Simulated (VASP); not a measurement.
# Ca (Im-3m) in VASP: a series of runs, part 2 of 2

VASP 6.6.1. The steps go on from the part before.

## (3) Single point, PBE

File INCAR:

```
SYSTEM = Ca
  PREC = Accurate
  ENCUT = 520
  EDIFF = 1E-6
  ISMEAR = -1
  SIGMA = 0.02
  LREAL = .False.
  LASPH = .True.
  NELM = 60
  ALGO = Fast
  ISIF = 2
  LWAVE = .False.
  LCHARG = .False.
  GGA = PE
  NBANDS = 11
```

File KPOINTS:

```
Automatic mesh
0
Gamma
  4 4 4
  0 0 0
```

File POSCAR:

```
Ca
1.0
   -2.2400000000      2.2400000000      2.2400000000
    2.2400000000     -2.2400000000      2.2400000000
    2.2400000000      2.2400000000     -2.2400000000
Ca
1
Direct
    0.0000000000      0.0000000000      0.0000000000
```

Potentials or basis: VASP PAW PBE potentials, release 64 (Ca_sv).

Launch:

```console
$ cat potpaw_PBE.64/Ca_sv/POTCAR > POTCAR
$ mpirun -np 1 vasp_std > vasp.out
```

OUTCAR:

```text
SYSTEM = Ca
   PREC = Accurate
   ENCUT = 520
   EDIFF = 1E-6
   ISMEAR = -1
   LREAL = .False.
   LASPH = .True.
   NELM = 60
   ISIF = 2
   GGA = PE

 ion  position               nearest neighbor table
   1  0.000  0.000  0.000-

  LATTYP: Found a body centered cubic cell.
 ALAT       =     4.4800000000

  Lattice vectors:

 A1 = (  -2.2400000000,   2.2400000000,   2.2400000000)
 A2 = (   2.2400000000,  -2.2400000000,   2.2400000000)
 A3 = (   2.2400000000,   2.2400000000,  -2.2400000000)

Analysis of symmetry for initial positions (statically):
=====================================================================
 Subroutine PRICEL returns:
 Original cell was already a primitive cell.

 Routine SETGRP: Setting up the symmetry group for a
 body centered cubic supercell.

 Subroutine GETGRP returns: Found 48 space group operations
 (whereof 48 operations were pure point group operations)
 out of a pool of 48 trial point group operations.

The static configuration has the point symmetry O_h .

Analysis of symmetry for dynamics (positions and initial velocities):
=====================================================================
 Subroutine PRICEL returns:
 Original cell was already a primitive cell.

 Routine SETGRP: Setting up the symmetry group for a
 body centered cubic supercell.

 Subroutine GETGRP returns: Found 48 space group operations
 (whereof 48 operations were pure point group operations)
 out of a pool of 48 trial point group operations.

The dynamic configuration has the point symmetry O_h .

 Subroutine INISYM returns: Found 48 space group operations
 (whereof 48 operations are pure point group operations),
 and found     1 'primitive' translations

----------------------------------------------------------------------------------------

                                     Primitive cell

  volume of cell :      44.9577

  direct lattice vectors                    reciprocal lattice vectors
    -2.240000000  2.240000000  2.240000000     0.000000000  0.223214286  0.223214286
     2.240000000 -2.240000000  2.240000000     0.223214286  0.000000000  0.223214286
     2.240000000  2.240000000 -2.240000000     0.223214286  0.223214286  0.000000000

  length of vectors
     3.879793809  3.879793809  3.879793809     0.315672670  0.315672670  0.315672670

  position of ions in fractional coordinates (direct lattice)
     0.000000000  0.000000000  0.000000000

  ion indices of the primitive-cell ions
   primitive index   ion index
                 1           1

----------------------------------------------------------------------------------------

 KPOINTS: Automatic mesh

Automatic generation of k-mesh.
 Grid dimensions read from file:
 generate k-points for:    4    4    4

 Generating k-lattice:

  Cartesian coordinates                     Fractional coordinates (reciprocal lattice)
     0.000000000  0.055803571  0.055803571     0.250000000  0.000000000  0.000000000
     0.055803571  0.000000000  0.055803571     0.000000000  0.250000000  0.000000000
     0.055803571  0.055803571  0.000000000     0.000000000  0.000000000  0.250000000

  Length of vectors
     0.078918168  0.078918168  0.078918168

  Shift w.r.t. Gamma in fractional coordinates (k-lattice)
     0.000000000  0.000000000  0.000000000

 Subroutine IBZKPT returns following result:
 ===========================================

 Found      8 irreducible k-points:

 Following reciprocal coordinates:
            Coordinates               Weight
  0.000000  0.000000  0.000000      1.000000
  0.250000  0.000000  0.000000     12.000000
  0.500000  0.000000  0.000000      6.000000
  0.250000  0.250000  0.000000     24.000000
  0.250000  0.250000  0.250000      2.000000
 -0.250000  0.250000  0.250000      6.000000
  0.500000  0.500000  0.250000     12.000000
  0.500000  0.500000  0.500000      1.000000
   k-points           NKPTS =      8   k-points in BZ     NKDIM =      8   number of bands    NBANDS=     11
   number of dos      NEDOS =    301   number of ions     NIONS =      1
   total plane-waves  NPLWV =  27000
   dimension x,y,z NGX =    30 NGY =   30 NGZ =   30
   dimension x,y,z NGXF=    60 NGYF=   60 NGZF=   60
   ions per type =               1
   NGX,Y,Z   is equivalent  to a cutoff of  12.85, 12.85, 12.85 a.u.
   NGXF,Y,Z  is equivalent  to a cutoff of  25.71, 25.71, 25.71 a.u.
 SYSTEM =  Ca
   PREC   = accura    normal or accurate (medium, high low for compatibility)
   ISTART =      0    job   : 0-new  1-cont  2-samecut
   ICHARG =      2    charge: 1-file 2-atom 10-const
   ISPIN  =      1    spin polarized calculation?
   LNONCOLLINEAR =      F non collinear calculations
   LSORBIT =      F    spin-orbit coupling
   LASPH  =      T    aspherical Exc in radial PAW
   ENCUT  =  520.0 eV  38.22 Ry    6.18 a.u.   7.21  7.21  7.21*2*pi/ulx,y,z
   NELM   =     60;   NELMIN=  2; NELMDL= -5     # of ELM steps
   EDIFF  = 0.1E-05   stopping-criterion for ELM
   LREAL  =      F    real-space projection
   EDIFFG = 0.1E-04   stopping-criterion for IOM
   NSW    =      0    number of steps for IOM
   IBRION =     -1    ionic relax: 0-MD 1-quasi-New 2-CG
   NFREE  =      0    steps in history (QN), initial steepest desc. (CG)
   ISIF   =      2    stress and relaxation
   ISYM   =      2    0-nonsym 1-usesym 2-fastsym
   POTIM  = 0.5000    time-step for ionic-motion
   TEBEG  =    0.0;   TEEND  =   0.0 temperature during run
   PSTRESS=    0.0 pullay stress
   NELECT =      10.0000    total number of electrons
   NUPDOWN=      -1.0000    fix difference up-down
   EMIN   =  10.00;   EMAX   =-10.00  energy-range for DOS
   EFERMI =   0.00;   METHOD = LEGACY
   ISMEAR =    -1;   SIGMA  =   0.02  broadening in eV -4-tet -1-fermi 0-gaus
   EFERMI_NEDOS =   21; number of points for ismear=-14 and -15
   IALGO  =     68    algorithm
   IMIX   =      4    mixing-type and parameters
     AMIX     =   0.40;   BMIX     =  1.00
     AMIX_MAG =   1.60;   BMIX_MAG =  1.00
  volume/ion in A,a.u.               =      44.96       303.39
  Fermi-wavevector in a.u.,A,eV,Ry     =   0.991913  1.874443 13.386649  0.983891
  Thomas-Fermi vector in A             =   2.123688
   LORBIT       =      0    0 simple, 1 ext, 2 COOP (PROOUT), +10 PAW based schemes
   GGA     = PE    functional components
   LHFCALC =     F    Hartree Fock is set to
   AEXX    =    0.0000 exact exchange contribution
   IVDW    =     0    specifies the selected vdW correction
   LEPSILON=     F    determine dielectric tensor
   LRPA    =     F    only Hartree local field effects (RPA)
 non-spin polarized calculation
 RMM-DIIS sequential band-by-band and
  energy-cutoff  :      520.00
  volume of cell :       44.96
 maximum number of plane-waves:      1264
 NGX is ok and might be reduce to    30
   NGX = 15   NGY = 15   NGZ = 15

 number of electron      10.0000001 magnetization

 Free energy of the ion-electron system (eV)
  ---------------------------------------------------
  ext. energy  EPLUGINS =         0.00000000
  ---------------------------------------------------
  free energy    TOTEN  =        -1.88002627 eV

  energy without entropy =       -1.86932287  energy(sigma->0) =       -1.87467457

 E-fermi :   1.7213     XC(G=0):  -7.5460

 val. band max:        1.7146464276   @ k =   0.5000   0.5000   0.2500
 cond. band min:       1.7447280859   @ k =   0.5000   0.5000   0.2500
 fundamental gap:      0.0300816583
 Fermi energy:         1.7212714478

 k-point     1 :       0.0000    0.0000    0.0000
  band No.  band energies     occupation
      1     -40.4751      2.00000
      2     -21.3955      2.00000
      3     -21.3955      2.00000
      4     -21.3955      2.00000
      5      -2.1938      2.00000
      6       3.9517      0.00000
      7       3.9517      0.00000
      8       3.9517      0.00000
      9       4.9365      0.00000
     10       4.9365      0.00000
     11      11.6492      0.00000
[... 85 lines left out ...]
 k-point     8 :       0.5000    0.5000    0.5000
  band No.  band energies     occupation
      1     -40.4557      2.00000
      2     -21.4762      2.00000
      3     -21.4762      2.00000
      4     -21.4762      2.00000
      5       1.8680      0.00130
      6       1.8680      0.00130
      7       5.4364      0.00000
      8       5.4364      0.00000
      9       5.4368      0.00000
     10       5.6728      0.00000
     11       5.6728      0.00000

------------------------ aborting loop because EDIFF is reached ----------------------------------------

  FORCE on cell =-STRESS in cart. coord.  units (eV):
  Direction    XX          YY          ZZ          XY          YZ          ZX
  --------------------------------------------------------------------------------------
  -------------------------------------------------------------------------------------
  Total       -0.2256753     -0.2256753     -0.2256753     -0.0000000      0.0000000     -0.0000000
  in kB       -8.0424917     -8.0424917     -8.0424917     -0.0000000      0.0000000     -0.0000000
  external PRESSURE =      -8.0424917 kB  Pullay stress =       0.0000000 kB

 VOLUME and BASIS-vectors are now :
 -----------------------------------------------------------------------------
  energy-cutoff  :      520.00
  volume of cell :       44.96
      direct lattice vectors                 reciprocal lattice vectors
    -2.240000000  2.240000000  2.240000000     0.000000000  0.223214286  0.223214286
     2.240000000 -2.240000000  2.240000000     0.223214286  0.000000000  0.223214286
     2.240000000  2.240000000 -2.240000000     0.223214286  0.223214286  0.000000000

 POSITION                                       TOTAL-FORCE (eV/Angst)
 -----------------------------------------------------------------------------------
      0.00000      0.00000      0.00000        -0.000000      0.000000     -0.000000
 -----------------------------------------------------------------------------------
    total drift:                               -0.000000     -0.000000      0.000000

  FREE ENERGIE OF THE ION-ELECTRON SYSTEM (eV)
  ---------------------------------------------------
  free  energy   TOTEN  =        -1.8800262699 eV

  energy  without entropy=       -1.8693228676  energy(sigma->0) =       -1.87467457
```

OSZICAR:

```text
N       E                     dE             d eps       ncg     rms          rms(c)
DAV:   1     0.664428820835E+02    0.66443E+02   -0.50664E+03   176   0.830E+02
DAV:   2    -0.345710814831E+00   -0.66789E+02   -0.66258E+02   191   0.209E+02
DAV:   3    -0.176431372183E+01   -0.14186E+01   -0.14046E+01   228   0.313E+01
DAV:   4    -0.188181929831E+01   -0.11751E+00   -0.11689E+00   267   0.696E+00
DAV:   5    -0.188415045946E+01   -0.23312E-02   -0.23311E-02   222   0.870E-01    0.224E+00
RMM:   6    -0.188026071220E+01    0.38897E-02   -0.85333E-03   183   0.104E+00    0.141E+00
RMM:   7    -0.188017980843E+01    0.80904E-04   -0.20481E-02   199   0.181E+00    0.111E-01
RMM:   8    -0.187986582843E+01    0.31398E-03   -0.42126E-03   205   0.766E-01    0.253E-02
RMM:   9    -0.187998622900E+01   -0.12040E-03   -0.12054E-03   240   0.355E-01    0.247E-02
RMM:  10    -0.188001884682E+01   -0.32618E-04   -0.17741E-04   255   0.126E-01    0.172E-02
RMM:  11    -0.188002569044E+01   -0.68436E-05   -0.76153E-05   254   0.720E-02    0.158E-02
RMM:  12    -0.188002626986E+01   -0.57942E-06   -0.95294E-06   230   0.348E-02
   1 F= -.18800263E+01 E0= -.18746746E+01  d E =-.107034E-01
```

It took 6.2 s on 1 thread of Intel Xeon Platinum 8259CL at 2.50GHz (Skylake/Cascade Lake), shared host; peak memory 0.15 GiB.

Results:

```yaml
Free_energy: -1.8800 eV
Pressure: -0.8 GPa
Band_gap_on_the_k_mesh: zero (band 5 reaches 2.09 eV, above the bottom of band 6 at 1.68 eV)
```

Caveat: the k points lie up to 0.50 Å⁻¹ apart.

## (4) Single point, LDA

File INCAR:

```
SYSTEM = Ca
ALGO = Normal ; EDIFF = 1E-6
ENCUT = 520 ; ISIF = 2
ISMEAR = 0 ; LASPH = .True.
LCHARG = .True. ; LELF = .True.
LREAL = .False. ; LVHAR = .True.
LWAVE = .False. ; NBANDS = 11
NELM = 100 ; PREC = Accurate
SIGMA = 0.05
```

File KPOINTS:

```
k-points
0
Gamma
  8 8 8
  0 0 0
```

POSCAR is that of step 3.

Potentials or basis: VASP PAW LDA potentials, release 64 (Ca_sv).

Launch:

```console
$ cat potpaw_LDA.64/Ca_sv/POTCAR > POTCAR
$ mpirun -np 1 vasp_std > vasp.out
```

It took 12 s on 1 thread of Intel Xeon Platinum 8259CL at 2.50GHz (Skylake/Cascade Lake), shared host; peak memory 0.15 GiB.

It converged, with:

```yaml
Free_energy: -2.1300 eV
Pressure: -2.5 GPa
Band_gap_on_the_k_mesh: zero (band 5 reaches 1.90 eV, above the bottom of band 6 at 1.57 eV)
```

Levels at points of the mesh, in eV from the Fermi level:
| k point | band 2 | band 3 | band 4 | band 5 | band 6 | band 7 | band 8 | band 9 |
| --- | --- | --- | --- | --- | --- | --- | --- | --- |
| (0.00, 0.00, 0.00) | -22.97 | -22.97 | -22.97 | -3.95 | 2.07 | 2.07 | 2.07 | 3.07 |
| (0.50, 0.00, 0.00) | -23.09 | -23.01 | -22.97 | -0.92 | -0.02 | 1.20 | 2.95 | 3.31 |
| (0.50, 0.50, 0.50) | -23.06 | -23.06 | -23.06 | 0.07 | 0.07 | 3.67 | 3.67 | 3.67 |

## (5) The runs side by side

```tsv
level	potentials or basis	k mesh	smearing	gap on the mesh (eV)	pressure (GPa)
PBE	VASP PAW PBE potentials, release 64 (Ca_sv)	7 × 7 × 7	gaussian 0.005 eV	none	-0.8
PBE	VASP PAW PBE potentials, release 64 (Ca_sv)	4 × 4 × 4	fermi-dirac 0.02 eV	none	-0.8
LDA	VASP PAW LDA potentials, release 64 (Ca_sv)	8 × 8 × 8	gaussian 0.05 eV	none	-2.5
```

Alike in all rows: task single point; no spin polarisation; cell as given; cutoff (eV) 520.

Caveats: some runs use coarse meshes.

Total energies depend on the potentials used, so only differences within one code and one set of settings carry meaning.
